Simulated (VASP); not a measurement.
# Y2Be2Pb (I4/mmm) in VASP: notebook

The runs below take Y2Be2Pb through single point, relaxation of cell and atoms, with PBE.

All numbers are computed with VASP 6.6.1; they aren't measurements. Logs are shortened: lines on timing, memory, paths and dates and some standing lists are left out, and cuts for length are marked.

**1. The cell of the first run**

The structure is tetragonal, space group I4/mmm (No. 139). The conventional cell has a = 4.338 Å, b = 4.338 Å, c = 9.931 Å, α = 90.00°, β = 90.00°, γ = 90.00°. Within 3.3 Å of Y (site symmetry -4m2) lie 4 Be at 2.50 Å and 4 Y at 3.07 Å and 4 Pb at 3.30 Å. Within 3.4 Å of Be (site symmetry 4mm) lie 1 Be at 2.48 Å and 4 Y at 2.50 Å and 4 Pb at 3.31 Å. Pb (site symmetry 4/mmm) has 8 Y at 3.30 Å and 10 Be at 3.31 to 3.72 Å and 4 Pb at 4.34 Å within 4.4 Å.

The cell was built from a structure type or drawn by symmetry, and may not be a known phase.

**2. Single point, PBE**

INCAR reads:

```
PREC = Accurate
ENCUT = 520
EDIFF = 1E-6
ISMEAR = 0
SIGMA = 0.1
LREAL = F
LASPH = T
NELM = 80
ALGO = Fast
ISIF = 2
LWAVE = F
LCHARG = T
GGA = PE
LELF = T
LVHAR = T
NBANDS = 28
```

KPOINTS reads:

```
Automatic mesh
0
Gamma
  6 6 6
```

POSCAR reads:

```
Y2Be2Pb
1.0
   -2.1688643900      2.1688643900      4.9655620800
    2.1688643900     -2.1688643900      4.9655620800
    2.1688643900      2.1688643900     -4.9655620800
Y Be Pb
2 2 1
Direct
    0.7500000000      0.2500000000      0.5000000000
    0.2500000000      0.7500000000      0.5000000000
    0.3750000000      0.3750000000      0.0000000000
    0.6250000000      0.6250000000      0.0000000000
    0.0000000000      0.0000000000      0.0000000000
```

Potentials or basis: VASP PAW PBE potentials, release 64 (Y_sv, Be, Pb_d).

Run with:

```console
$ cat potpaw_PBE.64/Y_sv/POTCAR potpaw_PBE.64/Be/POTCAR potpaw_PBE.64/Pb_d/POTCAR > POTCAR
$ mpirun -np 1 vasp_std > vasp.out
```

OUTCAR:

```text
PREC = Accurate
   ENCUT = 520
   EDIFF = 1E-6
   ISMEAR = 0
   LREAL = F
   LASPH = T
   NELM = 80
   ISIF = 2
   GGA = PE

 ion  position               nearest neighbor table
   1  0.750  0.250  0.500-   3 2.50   4 2.50   3 2.50   4 2.50   2 3.07   2 3.07   2 3.07   2 3.07
                             5 3.30   5 3.30   5 3.30   5 3.30
   2  0.250  0.750  0.500-   3 2.50   4 2.50   3 2.50   4 2.50   1 3.07   1 3.07   1 3.07   1 3.07
                             5 3.30   5 3.30   5 3.30   5 3.30
   3  0.375  0.375  0.000-   1 2.50   2 2.50   2 2.50   1 2.50
   4  0.625  0.625  0.000-   2 2.50   1 2.50   1 2.50   2 2.50
   5  0.000  0.000  0.000-   1 3.30   2 3.30   1 3.30   2 3.30   1 3.30   2 3.30   1 3.30   2 3.30

  LATTYP: Found a body centered tetragonal cell.
 ALAT       =     4.3377287800
 C/A-ratio  =     2.2894755905

  Lattice vectors:

 A1 = (  -2.1688643900,   2.1688643900,   4.9655620800)
 A2 = (   2.1688643900,  -2.1688643900,   4.9655620800)
 A3 = (   2.1688643900,   2.1688643900,  -4.9655620800)

Analysis of symmetry for initial positions (statically):
=====================================================================
 Subroutine PRICEL returns:
 Original cell was already a primitive cell.

 Routine SETGRP: Setting up the symmetry group for a
 body centered tetragonal supercell.

 Subroutine GETGRP returns: Found 16 space group operations
 (whereof 16 operations were pure point group operations)
 out of a pool of 16 trial point group operations.

The static configuration has the point symmetry D_4h.

Analysis of symmetry for dynamics (positions and initial velocities):
=====================================================================
 Subroutine PRICEL returns:
 Original cell was already a primitive cell.

 Routine SETGRP: Setting up the symmetry group for a
 body centered tetragonal supercell.

 Subroutine GETGRP returns: Found 16 space group operations
 (whereof 16 operations were pure point group operations)
 out of a pool of 16 trial point group operations.

The dynamic configuration has the point symmetry D_4h.

 Subroutine INISYM returns: Found 16 space group operations
 (whereof 16 operations are pure point group operations),
 and found     1 'primitive' translations

----------------------------------------------------------------------------------------

                                     Primitive cell

  volume of cell :      93.4315

  direct lattice vectors                    reciprocal lattice vectors
    -2.168864390  2.168864390  4.965562080     0.000000000  0.230535391  0.100693535
     2.168864390 -2.168864390  4.965562080     0.230535391  0.000000000  0.100693535
     2.168864390  2.168864390 -4.965562080     0.230535391  0.230535391  0.000000000

  length of vectors
     5.836501714  5.836501714  5.836501714     0.251566601  0.251566601  0.326026276

  position of ions in fractional coordinates (direct lattice)
     0.750000000  0.250000000  0.500000000
     0.250000000  0.750000000  0.500000000
     0.375000000  0.375000000  0.000000000
     0.625000000  0.625000000  0.000000000
     0.000000000  0.000000000  0.000000000

  ion indices of the primitive-cell ions
   primitive index   ion index
                 1           1
                 2           2
                 3           3
                 4           4
                 5           5

----------------------------------------------------------------------------------------

 KPOINTS: Automatic mesh

Automatic generation of k-mesh.
 Grid dimensions read from file:
 generate k-points for:    6    6    6

 Generating k-lattice:

  Cartesian coordinates                     Fractional coordinates (reciprocal lattice)
     0.000000000  0.038422565  0.016782256     0.166666667  0.000000000  0.000000000
     0.038422565  0.000000000  0.016782256     0.000000000  0.166666667  0.000000000
     0.038422565  0.038422565  0.000000000     0.000000000  0.000000000  0.166666667

  Length of vectors
     0.041927767  0.041927767  0.054337713

  Shift w.r.t. Gamma in fractional coordinates (k-lattice)
     0.000000000  0.000000000  0.000000000

 Subroutine IBZKPT returns following result:
 ===========================================

 Found     30 irreducible k-points:

 Following reciprocal coordinates:
            Coordinates               Weight
  0.000000  0.000000  0.000000      1.000000
  0.166667 -0.000000  0.000000      8.000000
  0.333333 -0.000000  0.000000      8.000000
  0.500000  0.000000 -0.000000      4.000000
  0.166667  0.166667 -0.000000      8.000000
  0.333333  0.166667  0.000000     16.000000
[... 16 lines left out ...]
 -0.333333 -0.333333  0.166667      8.000000
 -0.166667 -0.333333  0.166667      8.000000
 [... further k-points ...]
   k-points           NKPTS =     30   k-points in BZ     NKDIM =     30   number of bands    NBANDS=     28
   number of dos      NEDOS =    301   number of ions     NIONS =      5
   total plane-waves  NPLWV = 110592
   dimension x,y,z NGX =    48 NGY =   48 NGZ =   48
   dimension x,y,z NGXF=    96 NGYF=   96 NGZF=   96
   ions per type =               2   2   1
   NGX,Y,Z   is equivalent  to a cutoff of  13.67, 13.67, 13.67 a.u.
   NGXF,Y,Z  is equivalent  to a cutoff of  27.34, 27.34, 27.34 a.u.
 SYSTEM =  unknown system
   PREC   = accura    normal or accurate (medium, high low for compatibility)
   ISTART =      0    job   : 0-new  1-cont  2-samecut
   ICHARG =      2    charge: 1-file 2-atom 10-const
   ISPIN  =      1    spin polarized calculation?
   LNONCOLLINEAR =      F non collinear calculations
   LSORBIT =      F    spin-orbit coupling
   LASPH  =      T    aspherical Exc in radial PAW
   ENCUT  =  520.0 eV  38.22 Ry    6.18 a.u.  10.85 10.85 10.85*2*pi/ulx,y,z
   NELM   =     80;   NELMIN=  2; NELMDL= -5     # of ELM steps
   EDIFF  = 0.1E-05   stopping-criterion for ELM
   LREAL  =      F    real-space projection
   EDIFFG = 0.1E-04   stopping-criterion for IOM
   NSW    =      0    number of steps for IOM
   IBRION =     -1    ionic relax: 0-MD 1-quasi-New 2-CG
   NFREE  =      0    steps in history (QN), initial steepest desc. (CG)
   ISIF   =      2    stress and relaxation
   ISYM   =      2    0-nonsym 1-usesym 2-fastsym
   POTIM  = 0.5000    time-step for ionic-motion
   TEBEG  =    0.0;   TEEND  =   0.0 temperature during run
   PSTRESS=    0.0 pullay stress
   NELECT =      40.0000    total number of electrons
   NUPDOWN=      -1.0000    fix difference up-down
   EMIN   =  10.00;   EMAX   =-10.00  energy-range for DOS
   EFERMI =   0.00;   METHOD = LEGACY
   ISMEAR =     0;   SIGMA  =   0.10  broadening in eV -4-tet -1-fermi 0-gaus
   EFERMI_NEDOS =   21; number of points for ismear=-14 and -15
   IALGO  =     68    algorithm
   IMIX   =      4    mixing-type and parameters
     AMIX     =   0.40;   BMIX     =  1.00
     AMIX_MAG =   1.60;   BMIX_MAG =  1.00
  volume/ion in A,a.u.               =      18.69       126.10
  Fermi-wavevector in a.u.,A,eV,Ry     =   1.233854  2.331646 20.713450  1.522396
  Thomas-Fermi vector in A             =   2.368568
   LORBIT       =      0    0 simple, 1 ext, 2 COOP (PROOUT), +10 PAW based schemes
   GGA     = PE    functional components
   LHFCALC =     F    Hartree Fock is set to
   AEXX    =    0.0000 exact exchange contribution
   IVDW    =     0    specifies the selected vdW correction
   LEPSILON=     F    determine dielectric tensor
   LRPA    =     F    only Hartree local field effects (RPA)
 non-spin polarized calculation
 RMM-DIIS sequential band-by-band and
 Gauss-broadening in eV      SIGMA  =   0.10
  energy-cutoff  :      520.00
  volume of cell :       93.43
 maximum number of plane-waves:      2536
 NGX is ok and might be reduce to    48
   NGX = 21   NGY = 21   NGZ = 21

 number of electron      40.0000000 magnetization

 Free energy of the ion-electron system (eV)
  ---------------------------------------------------
  ext. energy  EPLUGINS =         0.00000000
  ---------------------------------------------------
  free energy    TOTEN  =       -20.16715444 eV

  energy without entropy =      -20.14898751  energy(sigma->0) =      -20.15807097

 E-fermi :   5.7006     XC(G=0): -10.5670

 val. band max:        5.6779638025   @ k =  -0.3333  -0.3333   0.1667
 cond. band min:       5.7219305060   @ k =   0.5000   0.5000   0.3333
 fundamental gap:      0.0439667035
 Fermi energy:         5.7006114013

 k-point     1 :       0.0000    0.0000    0.0000
  band No.  band energies     occupation
      1     -36.0233      2.00000
      2     -35.7379      2.00000
      3     -16.6200      2.00000
      4     -16.6200      2.00000
      5     -16.2602      2.00000
      6     -15.9183      2.00000
[... 20 lines left out ...]
     27      10.7770      0.00000
     28      10.9765      0.00000

 k-point     2 :       0.1667   -0.0000    0.0000
  band No.  band energies     occupation
      1     -36.0042      2.00000
      2     -35.7570      2.00000
      3     -16.5658      2.00000
      4     -16.5534      2.00000
      5     -16.2399      2.00000
      6     -15.9413      2.00000
[... 20 lines left out ...]
     27      10.1206      0.00000
     28      10.8217      0.00000

 k-point     3 :       0.3333   -0.0000    0.0000
  band No.  band energies     occupation
      1     -35.9519      2.00000
      2     -35.8092      2.00000
      3     -16.4072      2.00000
      4     -16.3677      2.00000
      5     -16.1810      2.00000
      6     -16.0061      2.00000
[... 20 lines left out ...]
     27       9.9847      0.00000
     28      10.2972      0.00000

 k-point     4 :       0.5000    0.0000   -0.0000
  band No.  band energies     occupation
      1     -35.8806      2.00000
      2     -35.8804      2.00000
      3     -16.1649      2.00000
      4     -16.1602      2.00000
      5     -16.1066      2.00000
      6     -16.1014      2.00000
[... 578 lines left out ...]
     27       9.4390      0.00000
     28      10.4530      0.00000

 k-point    23 :      -0.3333   -0.3333    0.1667
  band No.  band energies     occupation
      1     -35.9871      2.00000
      2     -35.7735      2.00000
      3     -16.6752      2.00000
      4     -16.3335      2.00000
      5     -16.2390      2.00000
      6     -15.9528      2.00000
[... 20 lines left out ...]
     27       9.8185      0.00000
     28      10.7864      0.00000

 k-point    24 :      -0.1667   -0.3333    0.1667
  band No.  band energies     occupation
      1     -36.0040      2.00000
      2     -35.7571      2.00000
      3     -16.5648      2.00000
      4     -16.5516      2.00000
      5     -16.2536      2.00000
      6     -15.9347      2.00000
[... 20 lines left out ...]
     27      10.0108      0.00000
     28      11.4330      0.00000

 [... further k-points ...]

------------------------ aborting loop because EDIFF is reached ----------------------------------------

  FORCE on cell =-STRESS in cart. coord.  units (eV):
  Direction    XX          YY          ZZ          XY          YZ          ZX
  --------------------------------------------------------------------------------------
  -------------------------------------------------------------------------------------
  Total       12.6748698     12.6748698      7.7618114      0.0000000      0.0000000      0.0000000
  in kB      217.3506217    217.3506217    133.1007387      0.0000000      0.0000000      0.0000000
  external PRESSURE =     189.2673274 kB  Pullay stress =       0.0000000 kB

 VOLUME and BASIS-vectors are now :
 -----------------------------------------------------------------------------
  energy-cutoff  :      520.00
  volume of cell :       93.43
      direct lattice vectors                 reciprocal lattice vectors
    -2.168864390  2.168864390  4.965562080     0.000000000  0.230535391  0.100693535
     2.168864390 -2.168864390  4.965562080     0.230535391  0.000000000  0.100693535
     2.168864390  2.168864390 -4.965562080     0.230535391  0.230535391  0.000000000

 POSITION                                       TOTAL-FORCE (eV/Angst)
 -----------------------------------------------------------------------------------
     -0.00000      2.16886      2.48278        -0.000000     -0.000000      0.000000
      2.16886     -0.00000      2.48278        -0.000000     -0.000000      0.000000
      0.00000      0.00000      3.72417        -0.000000     -0.000000      3.650972
      0.00000      0.00000      6.20695         0.000000      0.000000     -3.650972
      0.00000      0.00000      0.00000        -0.000000     -0.000000      0.000000
 -----------------------------------------------------------------------------------
    total drift:                                0.000000     -0.000000      0.000000

  FREE ENERGIE OF THE ION-ELECTRON SYSTEM (eV)
  ---------------------------------------------------
  free  energy   TOTEN  =       -20.1671544414 eV

  energy  without entropy=      -20.1489875085  energy(sigma->0) =      -20.15807097
```

Run time: 3 min. Hardware: 1 thread of Intel Xeon Platinum 8559C (Emerald Rapids), shared host; peak memory 0.4 GiB.

What came out:

- Free energy: -20.1672 eV
- Pressure: 18.9 GPa
- Largest force: 3.651 eV/Å
- Band gap on the k mesh: zero (bands 20 and 21 overlap by 1.00 eV)

Forces on the atoms (eV/Å):
```
Y    0.000  0.000  0.000
Y    0.000  0.000  0.000
Be   0.000  0.000  3.651
Be   0.000  0.000 -3.651
Pb   0.000  0.000  0.000
```

Caveat: the cell stands under pressure; spin-orbit coupling is left out, which moves the levels of the heavy elements; forces of over 1 eV/Å act on the atoms, so gaps and moduli don't describe the material at rest.

**3. Single point, PBE**

This run uses another cell than the first one, of 22.95 Å³/atom.

INCAR reads:

```
SYSTEM = Y2Be2Pb
PREC = Accurate
ENCUT = 520
EDIFF = 1E-7
ISMEAR = 0
SIGMA = 0.1
LREAL = .FALSE.
LASPH = .TRUE.
NELM = 100
ALGO = Normal
ISIF = 2
LWAVE = .FALSE.
LCHARG = .TRUE.
GGA = PE
LELF = .TRUE.
LVHAR = .TRUE.
NBANDS = 28
```

KPOINTS reads:

```
Automatic mesh
0
G
  6 6 6
  0 0 0
```

POSCAR reads:

```
Y2Be2Pb
1.0
   -2.3077681306      2.3077681306      5.3872395328
    2.3077681306     -2.3077681306      5.3872395328
    2.3077681306      2.3077681306     -5.3872395328
Y Be Pb
2 2 1
Direct
    0.7500000000      0.2500000000      0.5000000000
    0.2500000000      0.7500000000      0.5000000000
    0.4059285877      0.4059285877      0.0000000000
    0.5940714123      0.5940714123      0.0000000000
    0.0000000000      0.0000000000      0.0000000000
```

Potentials or basis: VASP PAW PBE potentials, release 64 (Y_sv, Be, Pb_d).

Run with:

```console
$ cat potpaw_PBE.64/Y_sv/POTCAR potpaw_PBE.64/Be/POTCAR potpaw_PBE.64/Pb_d/POTCAR > POTCAR
$ mpirun -np 1 vasp_std > vasp.out
```

Run time: 98 s. Hardware: 1 thread of Intel Xeon Platinum 8559C (Emerald Rapids), shared host; peak memory 0.41 GiB.

It converged, with:

- Free energy: -22.3994 eV
- Pressure: 0.0 GPa
- Largest force: 0.011 eV/Å
- Band gap on the k mesh: zero (bands 20 and 21 overlap by 0.74 eV)

Forces in eV/Å, atoms in the order of the input:
```
Y    0.000  0.000  0.000
Y    0.000  0.000  0.000
Be   0.000  0.000 -0.011
Be   0.000  0.000  0.011
Pb   0.000  0.000  0.000
```

Levels at points of the mesh, in eV from the Fermi level:
```
           k point  band 16  band 17  band 18  band 19  band 20  band 21  band 22  band 23  band 24  band 25
(0.00, 0.00, 0.00)    -2.72    -1.89    -1.89    -1.88    -1.59    -0.19     2.37     2.37     2.92     3.01
(0.50, 0.00, 0.00)    -2.46    -2.35    -0.54    -0.15     0.11     0.31     0.88     1.34     1.38     1.72
(0.50, 0.50, 0.00)    -3.45    -2.32    -2.08    -1.34    -1.22     0.23     0.26     1.81     2.00     2.32
(0.50, 0.50, 0.50)    -3.35    -0.72    -0.72    -0.68    -0.18    -0.03    -0.03     0.35     1.59     2.62
```

Caveat: spin-orbit coupling is left out, which moves the levels of the heavy elements.

**4. Relaxation of cell and atoms, PBE**

INCAR reads:

```
SYSTEM = Y2Be2Pb
PREC = Accurate ; ENCUT = 600
EDIFF = 1E-7 ; ISMEAR = 0
SIGMA = 0.1 ; LREAL = .False.
LASPH = .True. ; NELM = 100
ALGO = Normal ; ISIF = 3
LWAVE = .False. ; LCHARG = .False.
GGA = PE ; IBRION = 2
NSW = 90 ; EDIFFG = -0.04
```

KPOINTS reads:

```
Automatic mesh
0
Gamma
  6 6 6
  0 0 0
```

POSCAR reads:

```
Y2Be2Pb
1.0
   -2.1688643900      2.1688643900      4.9655620800
    2.1688643900     -2.1688643900      4.9655620800
    2.1688643900      2.1688643900     -4.9655620800
Y Be Pb
2 2 1
Direct
    0.7500000000      0.2500000000      0.5000000000
    0.2500000000      0.7500000000      0.5000000000
    0.3750000000      0.3750000000      0.0000000000
    0.6250000000      0.6250000000      0.0000000000
    0.0000000000      0.0000000000      0.0000000000
```

Run with:

```console
$ cat potpaw_PBE.64/Y_sv/POTCAR potpaw_PBE.64/Be/POTCAR potpaw_PBE.64/Pb_d/POTCAR > POTCAR
$ mpirun -np 1 vasp_std > vasp.out
```

It took 13 min on 1 thread of Intel Xeon Platinum 8559C (Emerald Rapids), shared host; peak memory 0.43 GiB.

It converged, with:

| Quantity | Value |
| --- | --- |
| Free energy | -22.3966 eV |
| Relaxed volume | 22.94 Å³/atom |
| Relaxed cell | a = 6.301 Å, b = 6.301 Å, c = 6.301 Å, α = 137.07°, β = 137.07°, γ = 62.33° |
| Space group after relaxing (to 0.1 Å) | I4/mmm (No. 139) |
| Energy gained by relaxing | 445.8 meV/atom |
| Ionic steps | 12 |
| Pressure after relaxing | 0.0 GPa |
| Largest force after relaxing | 0.017 eV/Å |
| Band gap on the k mesh | zero (bands 20 and 21 overlap by 0.75 eV) |

Forces in eV/Å, atoms in the order of the input:
```
Y    0.000  0.000  0.000
Y    0.000  0.000  0.000
Be   0.000  0.000  0.017
Be   0.000  0.000 -0.017
Pb   0.000  0.000  0.000
```

The path:
```tsv
step	energy change (eV)	largest force (eV/Å)	pressure (GPa)	volume (Å³)
1	0.0000	3.6509	18.92	93.43
2	-1.9294	0.9406	-3.31	126.49
3	-1.9552	1.1980	-1.83	121.87
4	-2.1123	0.7726	-1.14	118.67
5	-2.1727	0.1041	0.01	115.20
6	-2.1740	0.0665	-0.19	115.72
7	-2.1741	0.0287	-0.15	115.60
8	-2.1980	0.0426	0.08	114.83
9	-2.2211	0.0633	1.01	112.38
10	-2.2244	0.0602	0.73	113.06
11	-2.2278	0.0049	-0.36	115.54
12	-2.2291	0.0166	0.01	114.68
```

Final structure:
```yaml
crystal:
  lattice:
    - [-2.30596, 2.30596, 5.39167]
    - [2.30596, -2.30596, 5.39167]
    - [2.30596, 2.30596, -5.39167]
  atoms:
    - { symbol: Y, position: [0.75000, 0.25000, 0.50000] }
    - { symbol: Y, position: [0.25000, 0.75000, 0.50000] }
    - { symbol: Be, position: [0.40583, 0.40583, 0.00000] }
    - { symbol: Be, position: [0.59417, 0.59417, 0.00000] }
    - { symbol: Pb, position: [0.00000, 0.00000, 0.00000] }
```

Levels at points of the mesh, in eV from the Fermi level:
```tsv
k point	band 16	band 17	band 18	band 19	band 20	band 21	band 22	band 23	band 24
(0.00, 0.00, 0.00)	-2.72	-1.89	-1.89	-1.88	-1.60	-0.19	2.37	2.37	2.92
(0.50, 0.00, 0.00)	-2.46	-2.35	-0.55	-0.14	0.12	0.31	0.88	1.34	1.37
(0.50, 0.50, 0.00)	-3.45	-2.32	-2.09	-1.34	-1.22	0.22	0.26	1.80	2.00
(0.50, 0.50, 0.50)	-3.35	-0.72	-0.72	-0.68	-0.18	-0.03	-0.03	0.34	1.59
```

Caveat: the volume moved by over 15 % at a fixed basis, so the end points are rough; spin-orbit coupling is left out, which moves the levels of the heavy elements.

**5. Overview**

| task | cell | cutoff (eV) | gap on the mesh (eV) | pressure (GPa) | largest force (eV/Å) |
| --- | --- | --- | --- | --- | --- |
| single point | a = 5.837 Å, angles 136.4, 136.4, 63.4°, 5 atoms, atomic positions A | 520 | none | 18.9 | 3.65 |
| single point | a = 6.299 Å, angles 137.0, 137.0, 62.4°, 5 atoms, atomic positions B | 520 | none | 0.0 | 0.01 |
| relaxation of cell and atoms | relaxed from a = 5.837 Å, angles 136.4, 136.4, 63.4°, 5 atoms, atomic positions A | 600 | none | 0.0 | 0.02 |

Alike in all rows: level PBE; potentials or basis VASP PAW PBE potentials, release 64 (Y_sv, Be, Pb_d); no spin polarisation; k mesh 6 × 6 × 6; smearing gaussian 0.1 eV.

Caveats: spin-orbit coupling is left out, which moves the levels of the heavy elements; the cell stands under pressure (at least some runs); forces of over 1 eV/Å act on the atoms, so gaps and moduli don't describe the material at rest (at least some runs); the volume moved by over 15 % at a fixed basis, so the end points are rough (at least some runs).

Total energies depend on the potentials used, so only differences within one code and one set of settings carry meaning.
